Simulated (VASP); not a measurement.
Here is a VASP 6.6.1 calculation.

Contents of INCAR:

```
PREC = Accurate ; ENCUT = 520
EDIFF = 1E-6 ; ISMEAR = 0
SIGMA = 0.1 ; LREAL = False
LASPH = True ; NELM = 150
ALGO = Normal ; ISIF = 2
LWAVE = False ; LCHARG = True
ISPIN = 2 ; MAGMOM = 0.2 0.2
LORBIT = 11 ; LMAXMIX = 4
GGA = PE ; LELF = True
LVHAR = True ; NBANDS = 21
```

Contents of KPOINTS:

```
regular mesh
0
Gamma
  7 14 14
```

Contents of POSCAR:

```
Ni
1.0
    0.0000000000      3.4500000000      3.4500000000
    1.7250000000      0.0000000000      1.7250000000
    1.7250000000      1.7250000000      0.0000000000
Ni
2
Direct
    0.0000000000      0.0000000000      0.0000000000
    0.5000000000      0.0000000000      0.0000000000
```

Potentials or basis: VASP PAW PBE potentials, release 64 (Ni).

Run with:

```sh
$ cat potpaw_PBE.64/Ni/POTCAR > POTCAR
$ mpirun -np 1 vasp_std > vasp.out
```

(1) Estimate the pressure.

(2) What does it give for the net moment?

(3) Predict the site moments.

Answers

(1) 12.9 GPa.

(2) 1.12 μB per cell.

(3) Ni +0.57 μB.

Caveat: the cell stands under pressure.
